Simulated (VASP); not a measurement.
# ZnCu (R3m) in VASP: further runs

Runs on ZnCu. Level: PBE. Tasks: single point.

Everything below comes from runs of VASP 6.6.1. Logs are shortened: lines on timing, memory, paths and dates and some standing lists are left out, and cuts for length are marked.

### 1 The cell of the first run

Symmetry: R3m, No. 160, trigonal system. The conventional cell has a = 4.165 Å, b = 4.165 Å, c = 5.101 Å, α = 90.00°, β = 90.00°, γ = 120.00°. Within 3.3 Å of Zn (site symmetry 3m) lie 8 Cu at 2.51 to 2.59 Å and 6 Zn at 2.94 Å. Cu (site symmetry 3m) has 8 Zn at 2.51 to 2.59 Å and 6 Cu at 2.94 Å within 3.3 Å.

### 2 Single point, PBE

INCAR reads:

```
SYSTEM = ZnCu
ALGO = Fast ; EDIFF = 1E-6
ENCUT = 520 ; GGA = PE
ISIF = 2 ; ISMEAR = 0
LASPH = .TRUE. ; LCHARG = .FALSE.
LREAL = .FALSE. ; LWAVE = .FALSE.
NBANDS = 18 ; NELM = 60
PREC = Accurate ; SIGMA = 0.15
```

KPOINTS reads:

```
k-points
0
G
  16 16 16
  0 0 0
```

POSCAR reads:

```
ZnCu
1.0
    2.9450000000      0.0000000000      0.0000000000
    0.0000000000      2.9450000000      0.0000000000
    0.0000000000      0.0000000000      2.9450000000
Zn Cu
1 1
Direct
    0.4926483412      0.4926483412      0.4926483412
    0.0000000000      0.0000000000      0.0000000000
```

Potentials or basis: VASP PAW PBE potentials, release 64 (Zn, Cu).

Launch:

```bash
$ cat potpaw_PBE.64/Zn/POTCAR potpaw_PBE.64/Cu/POTCAR > POTCAR
$ mpirun -np 1 vasp_std > vasp.out
```

OUTCAR:

```text
SYSTEM = ZnCu
   EDIFF = 1E-6
   ENCUT = 520
   GGA = PE
   ISIF = 2
   ISMEAR = 0
   LASPH = .TRUE.
   LREAL = .FALSE.
   NELM = 60
   PREC = Accurate

 ion  position               nearest neighbor table
   1  0.493  0.493  0.493-   2 2.51   2 2.54   2 2.54   2 2.54   2 2.56   2 2.56   2 2.56   2 2.59

   2  0.000  0.000  0.000-   1 2.51   1 2.54   1 2.54   1 2.54   1 2.56   1 2.56   1 2.56   1 2.59

  LATTYP: Found a simple cubic cell.
 ALAT       =     2.9450000000

  Lattice vectors:

 A1 = (   2.9450000000,   0.0000000000,   0.0000000000)
 A2 = (   0.0000000000,   2.9450000000,   0.0000000000)
 A3 = (   0.0000000000,   0.0000000000,   2.9450000000)

Analysis of symmetry for initial positions (statically):
=====================================================================
 Subroutine PRICEL returns:
 Original cell was already a primitive cell.

 Routine SETGRP: Setting up the symmetry group for a
 simple cubic supercell.

 Subroutine GETGRP returns: Found  6 space group operations
 (whereof  6 operations were pure point group operations)
 out of a pool of 48 trial point group operations.

The static configuration has the point symmetry C_3v.

Analysis of symmetry for dynamics (positions and initial velocities):
=====================================================================
 Subroutine PRICEL returns:
 Original cell was already a primitive cell.

 Routine SETGRP: Setting up the symmetry group for a
 simple cubic supercell.

 Subroutine GETGRP returns: Found  6 space group operations
 (whereof  6 operations were pure point group operations)
 out of a pool of 48 trial point group operations.

The dynamic configuration has the point symmetry C_3v.

 Subroutine INISYM returns: Found  6 space group operations
 (whereof  6 operations are pure point group operations),
 and found     1 'primitive' translations

----------------------------------------------------------------------------------------

                                     Primitive cell

  volume of cell :      25.5421

  direct lattice vectors                    reciprocal lattice vectors
     2.945000000  0.000000000  0.000000000     0.339558574  0.000000000  0.000000000
     0.000000000  2.945000000  0.000000000     0.000000000  0.339558574  0.000000000
     0.000000000  0.000000000  2.945000000     0.000000000  0.000000000  0.339558574

  length of vectors
     2.945000000  2.945000000  2.945000000     0.339558574  0.339558574  0.339558574

  position of ions in fractional coordinates (direct lattice)
     0.492648341  0.492648341  0.492648341
     0.000000000  0.000000000  0.000000000

  ion indices of the primitive-cell ions
   primitive index   ion index
                 1           1
                 2           2

----------------------------------------------------------------------------------------

 KPOINTS: k-points

Automatic generation of k-mesh.
 Grid dimensions read from file:
 generate k-points for:   16   16   16

 Generating k-lattice:

  Cartesian coordinates                     Fractional coordinates (reciprocal lattice)
     0.021222411  0.000000000  0.000000000     0.062500000  0.000000000  0.000000000
     0.000000000  0.021222411  0.000000000     0.000000000  0.062500000  0.000000000
     0.000000000  0.000000000  0.021222411     0.000000000  0.000000000  0.062500000

  Length of vectors
     0.021222411  0.021222411  0.021222411

  Shift w.r.t. Gamma in fractional coordinates (k-lattice)
     0.000000000  0.000000000  0.000000000

 Subroutine IBZKPT returns following result:
 ===========================================

 Found    417 irreducible k-points:

 Following reciprocal coordinates:
            Coordinates               Weight
  0.000000  0.000000  0.000000      1.000000
  0.062500  0.000000  0.000000      6.000000
  0.125000  0.000000  0.000000      6.000000
  0.187500  0.000000  0.000000      6.000000
  0.250000  0.000000  0.000000      6.000000
  0.312500  0.000000  0.000000      6.000000
[... 16 lines left out ...]
 -0.062500  0.437500  0.000000     12.000000
  0.500000  0.062500  0.000000     12.000000
 [... further k-points ...]
   k-points           NKPTS =    417   k-points in BZ     NKDIM =    417   number of bands    NBANDS=     18
   number of dos      NEDOS =    301   number of ions     NIONS =      2
   total plane-waves  NPLWV =  13824
   dimension x,y,z NGX =    24 NGY =   24 NGZ =   24
   dimension x,y,z NGXF=    48 NGYF=   48 NGZF=   48
   ions per type =               1   1
   NGX,Y,Z   is equivalent  to a cutoff of  13.55, 13.55, 13.55 a.u.
   NGXF,Y,Z  is equivalent  to a cutoff of  27.10, 27.10, 27.10 a.u.
 SYSTEM =  ZnCu
   PREC   = accura    normal or accurate (medium, high low for compatibility)
   ISTART =      0    job   : 0-new  1-cont  2-samecut
   ICHARG =      2    charge: 1-file 2-atom 10-const
   ISPIN  =      1    spin polarized calculation?
   LNONCOLLINEAR =      F non collinear calculations
   LSORBIT =      F    spin-orbit coupling
   LASPH  =      T    aspherical Exc in radial PAW
   ENCUT  =  520.0 eV  38.22 Ry    6.18 a.u.   5.48  5.48  5.48*2*pi/ulx,y,z
   NELM   =     60;   NELMIN=  2; NELMDL= -5     # of ELM steps
   EDIFF  = 0.1E-05   stopping-criterion for ELM
   LREAL  =      F    real-space projection
[... 7 lines left out ...]
   TEBEG  =    0.0;   TEEND  =   0.0 temperature during run
   PSTRESS=    0.0 pullay stress
   NELECT =      23.0000    total number of electrons
   NUPDOWN=      -1.0000    fix difference up-down
   EMIN   =  10.00;   EMAX   =-10.00  energy-range for DOS
   EFERMI =   0.00;   METHOD = LEGACY
   ISMEAR =     0;   SIGMA  =   0.15  broadening in eV -4-tet -1-fermi 0-gaus
   EFERMI_NEDOS =   21; number of points for ismear=-14 and -15
   IALGO  =     68    algorithm
   IMIX   =      4    mixing-type and parameters
     AMIX     =   0.40;   BMIX     =  1.00
     AMIX_MAG =   1.60;   BMIX_MAG =  1.00
  volume/ion in A,a.u.               =      12.77        86.18
  Fermi-wavevector in a.u.,A,eV,Ry     =   1.580880  2.987429 34.003415  2.499180
  Thomas-Fermi vector in A             =   2.681040
   LORBIT       =      0    0 simple, 1 ext, 2 COOP (PROOUT), +10 PAW based schemes
   GGA     = PE    functional components
   LHFCALC =     F    Hartree Fock is set to
   AEXX    =    0.0000 exact exchange contribution
   IVDW    =     0    specifies the selected vdW correction
   LEPSILON=     F    determine dielectric tensor
   LRPA    =     F    only Hartree local field effects (RPA)
 non-spin polarized calculation
 RMM-DIIS sequential band-by-band and
 Gauss-broadening in eV      SIGMA  =   0.15
  energy-cutoff  :      520.00
  volume of cell :       25.54
 maximum number of plane-waves:       715
 NGX is ok and might be reduce to    24
   NGX = 11   NGY = 11   NGZ = 11

 number of electron      23.0000008 magnetization

 Free energy of the ion-electron system (eV)
  ---------------------------------------------------
  ext. energy  EPLUGINS =         0.00000000
  ---------------------------------------------------
  free energy    TOTEN  =        -5.00625579 eV

  energy without entropy =       -4.99958439  energy(sigma->0) =       -5.00292009

 E-fermi :   5.5380     XC(G=0): -12.4015

 val. band max:        5.5120941566   @ k =   0.3125   0.1250   0.0625
 cond. band min:       5.5384388243   @ k =   0.4375   0.4375   0.3125
 fundamental gap:      0.0263446677
 Fermi energy:         5.5380491677

 k-point     1 :       0.0000    0.0000    0.0000
  band No.  band energies     occupation
      1      -4.7968      2.00000
      2      -2.3090      2.00000
      3      -2.3090      2.00000
      4      -1.6149      2.00000
      5      -1.6132      2.00000
      6      -1.6132      2.00000
[... 10 lines left out ...]
     17      17.8163      0.00000
     18      28.9844      0.00000

 k-point     2 :       0.0625    0.0000    0.0000
  band No.  band energies     occupation
      1      -4.7260      2.00000
      2      -2.3008      2.00000
      3      -2.2937      2.00000
      4      -1.6207      2.00000
      5      -1.6195      2.00000
      6      -1.6106      2.00000
[... 10 lines left out ...]
     17      18.2753      0.00000
     18      28.1815      0.00000

 k-point     3 :       0.1250    0.0000    0.0000
  band No.  band energies     occupation
      1      -4.5153      2.00000
      2      -2.2773      2.00000
      3      -2.2488      2.00000
      4      -1.6385      2.00000
      5      -1.6375      2.00000
      6      -1.6018      2.00000
[... 10 lines left out ...]
     17      19.9188      0.00000
     18      26.8266      0.00000

 k-point     4 :       0.1875    0.0000    0.0000
  band No.  band energies     occupation
      1      -4.1709      2.00000
      2      -2.2418      2.00000
      3      -2.1763      2.00000
      4      -1.6652      2.00000
      5      -1.6642      2.00000
      6      -1.5885      2.00000
[... 10 lines left out ...]
     17      22.1152      0.00000
     18      25.1522      0.00000

 k-point     5 :       0.2500    0.0000    0.0000
  band No.  band energies     occupation
      1      -3.7080      2.00000
      2      -2.1993      2.00000
      3      -2.0745      2.00000
      4      -1.6965      2.00000
      5      -1.6957      2.00000
      6      -1.5728      2.00000
[... 10 lines left out ...]
     17      23.4567      0.00000
     18      23.5776      0.00000

 k-point     6 :       0.3125    0.0000    0.0000
  band No.  band energies     occupation
      1      -3.1679      2.00000
      2      -2.1560      2.00000
      3      -1.9215      2.00000
      4      -1.7275      2.00000
      5      -1.7270      2.00000
      6      -1.5569      2.00000
[... 307 lines left out ...]
 k-point    21 :      -0.0625    0.3750    0.0000
  band No.  band energies     occupation
      1      -2.6323      2.00000
      2      -2.1093      2.00000
      3      -1.8344      2.00000
      4      -1.7572      2.00000
      5      -1.5558      2.00000
      6      -1.5186      2.00000
[... 10 lines left out ...]
     17      19.6602      0.00000
     18      20.4448      0.00000

 k-point    22 :       0.4375    0.0625    0.0000
  band No.  band energies     occupation
      1      -2.3701      2.00000
      2      -2.0838      2.00000
      3      -1.8319      2.00000
      4      -1.7750      2.00000
      5      -1.5481      2.00000
      6      -0.9646      2.00000
[... 10 lines left out ...]
     17      19.1090      0.00000
     18      20.3000      0.00000

 k-point    23 :      -0.0625    0.4375    0.0000
  band No.  band energies     occupation
      1      -2.3701      2.00000
      2      -2.0838      2.00000
      3      -1.8319      2.00000
      4      -1.7750      2.00000
      5      -1.5481      2.00000
      6      -0.9645      2.00000
[... 10 lines left out ...]
     17      19.1085      0.00000
     18      20.2999      0.00000

 k-point    24 :       0.5000    0.0625    0.0000
  band No.  band energies     occupation
      1      -2.3003      2.00000
      2      -2.0745      2.00000
      3      -1.8362      2.00000
      4      -1.7812      2.00000
      5      -1.5454      2.00000
      6      -0.4640      2.00000
[... 10 lines left out ...]
     17      19.3909      0.00000
     18      20.3766      0.00000

 [... further k-points ...]
[... 5 lines left out ...]
  --------------------------------------------------------------------------------------
  -------------------------------------------------------------------------------------
  Total        0.5221298      0.5221298      0.5221298      0.0089382      0.0089382      0.0089382
  in kB       32.7516487     32.7516487     32.7516487      0.5606680      0.5606680      0.5606680
  external PRESSURE =      32.7516487 kB  Pullay stress =       0.0000000 kB

 VOLUME and BASIS-vectors are now :
 -----------------------------------------------------------------------------
  energy-cutoff  :      520.00
  volume of cell :       25.54
      direct lattice vectors                 reciprocal lattice vectors
     2.945000000  0.000000000  0.000000000     0.339558574  0.000000000  0.000000000
     0.000000000  2.945000000  0.000000000     0.000000000  0.339558574  0.000000000
     0.000000000  0.000000000  2.945000000     0.000000000  0.000000000  0.339558574

 POSITION                                       TOTAL-FORCE (eV/Angst)
 -----------------------------------------------------------------------------------
      1.45085      1.45085      1.45085         0.106047      0.106047      0.106047
      0.00000      0.00000      0.00000        -0.106047     -0.106047     -0.106047
 -----------------------------------------------------------------------------------
    total drift:                               -0.000372     -0.000372     -0.000403

  FREE ENERGIE OF THE ION-ELECTRON SYSTEM (eV)
  ---------------------------------------------------
  free  energy   TOTEN  =        -5.0062557922 eV

  energy  without entropy=       -4.9995843894  energy(sigma->0) =       -5.00292009
```

Wall time 56 s (1 thread of Intel Xeon 6975P-C (Granite Rapids), shared host); peak memory 0.31 GiB.

What came out:

```
Free energy            : -5.0063 eV
Pressure               : 3.3 GPa
Largest force          : 0.184 eV/Å
Band gap on the k mesh : zero (an odd number of electrons rules out a gap without spin polarisation)
```

Forces on the atoms (eV/Å):
```
Zn   0.106  0.106  0.106
Cu  -0.106 -0.106 -0.106
```

Levels at points of the mesh, in eV from the Fermi level:
| k point | band 8 | band 9 | band 10 | band 11 | band 12 | band 13 | band 14 | band 15 | band 16 | band 17 |
| --- | --- | --- | --- | --- | --- | --- | --- | --- | --- | --- |
| (0.00, 0.00, 0.00) | -3.58 | -2.74 | -2.74 | -2.74 | 6.24 | 6.24 | 6.24 | 11.26 | 11.26 | 12.28 |
| (0.50, 0.00, 0.00) | -3.70 | -3.28 | -3.28 | -2.81 | -2.01 | 11.70 | 11.70 | 12.35 | 12.35 | 13.46 |
| (0.50, 0.50, 0.00) | -2.89 | -2.89 | -2.50 | -1.88 | -1.88 | 1.76 | 2.11 | 13.94 | 15.53 | 15.53 |
| (0.50, 0.50, 0.50) | -4.29 | -2.48 | -2.48 | 3.86 | 4.25 | 4.31 | 4.31 | 4.55 | 4.55 | 4.61 |

Caveat: the cell differs from its parent crystal (all Zn atoms moved +0.037 Å, as atom 1 towards its neighbour atom 2 (Cu) at 2.550 Å); the cell stands under pressure.

### 3 Single point, PBE

INCAR reads:

```
SYSTEM = ZnCu
PREC = Accurate ; ENCUT = 520
EDIFF = 1E-6 ; ISMEAR = 0
SIGMA = 0.15 ; LREAL = .False.
LASPH = .True. ; NELM = 80
ALGO = Fast ; ISIF = 2
LWAVE = .False. ; LCHARG = .False.
GGA = PE ; NBANDS = 18
```

KPOINTS reads:

```
regular mesh
0
Gamma
  16 16 16
  0 0 0
```

Edit POSCAR of step 2 so:

```diff
@@ -8,3 +8,3 @@
 Direct
-    0.4926483412      0.4926483412      0.4926483412
+    0.4975494471      0.4975494471      0.4975494471
     0.0000000000      0.0000000000      0.0000000000
```

Potentials or basis: VASP PAW PBE potentials, release 64 (Zn, Cu).

Launch:

```bash
$ cat potpaw_PBE.64/Zn/POTCAR potpaw_PBE.64/Cu/POTCAR > POTCAR
$ mpirun -np 1 vasp_std > vasp.out
```

It took 56 s on 1 thread of Intel Xeon 6975P-C (Granite Rapids), shared host; peak memory 0.3 GiB.

It converged, with:

| Quantity | Value |
| --- | --- |
| Free energy | -5.0093 eV |
| Pressure | 3.1 GPa |
| Largest force | 0.061 eV/Å |
| Band gap on the k mesh | zero (an odd number of electrons rules out a gap without spin polarisation) |

Forces in eV/Å, atoms in the order of the input:
```
Zn   0.035  0.035  0.035
Cu  -0.035 -0.035 -0.035
```

Levels at points of the mesh, in eV from the Fermi level:
```tsv
k point	band 10	band 11	band 12	band 13	band 14	band 15
(0.00, 0.00, 0.00)	-2.74	-2.74	6.23	6.23	6.23	11.26
(0.50, 0.00, 0.00)	-3.28	-2.81	-2.01	11.71	11.71	12.35
(0.50, 0.50, 0.00)	-2.50	-1.88	-1.88	1.76	2.11	13.94
(0.50, 0.50, 0.50)	-2.48	3.86	4.33	4.34	4.34	4.52
```

Caveat: the cell differs from its parent crystal (all Zn atoms moved +0.013 Å, as atom 1 towards its neighbour atom 2 (Cu) at 2.550 Å); the cell stands under pressure.

The gap in the log of VASP goes by the Fermi energy; the results here count the filled bands.